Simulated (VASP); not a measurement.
Wanted: the native input for a VASP 6.6.1 run.

```yaml
Task: single point
Functional: PBEsol
Potentials_or_basis: VASP PAW PBE potentials, release 64 (Rb_sv, Br)
Cutoff: 520 eV
k_mesh: 6 × 6 × 6
Occupations: gaussian, width 0.05 eV
Spin: no spin polarisation
Dipole_correction: no
Further_INCAR_settings: ALGO = Normal; EDIFF = 1e-06; NBANDS = 15
```

The structure of RbBr lies in POSCAR:

```
RbBr
1.0
    4.0701688540      0.0000000000      0.0000000000
    0.0000000000      4.0701688540      0.0000000000
    0.0000000000      0.0000000000      4.0701688540
Rb Br
1 1
Direct
   -0.0198457406      0.0000000000      0.0000000000
    0.5212276205      0.5000000000      0.5000000000
```

One way to write it, as run:

INCAR

```
SYSTEM = RbBr
ALGO     = Normal         ! electronic algorithm
EDIFF    = 1E-6           ! SCF threshold, eV
ENCUT    = 520            ! plane-wave cutoff, eV
GGA      = PS             ! functional
ISIF     = 2              ! what is computed and relaxed
ISMEAR   = 0              ! smearing method
LASPH    = .True.         ! aspherical terms in the spheres
LCHARG   = .False.        ! write CHGCAR
LREAL    = .False.        ! projectors in reciprocal space
LWAVE    = .False.        ! write WAVECAR
NBANDS   = 15             ! bands
NELM     = 80             ! most SCF steps
PREC     = Accurate       ! precision mode
SIGMA    = 0.05           ! smearing width, eV
```

KPOINTS

```
k-points
0
Gamma
  6 6 6
  0 0 0
```

Potentials or basis: VASP PAW PBE potentials, release 64 (Rb_sv, Br).

Command:

```sh
$ cat potpaw_PBE.64/Rb_sv/POTCAR potpaw_PBE.64/Br/POTCAR > POTCAR
$ mpirun -np 1 vasp_std > vasp.out
```

It gave:

```yaml
Pressure: 0.2 GPa
Largest_force: 0.147 eV/Å
Band_gap_on_the_k_mesh: 4.05 eV, indirect (least direct gap 4.20 eV)
```

Caveat: the PAW data sets were made with another functional, which shifts forces and pressure a little.

Run time: 21 s on 1 thread of Intel(R) Xeon(R) Platinum 8375C CPU @ 2.90GHz (Ice Lake), on a shared host, peak memory 0.18 GiB.
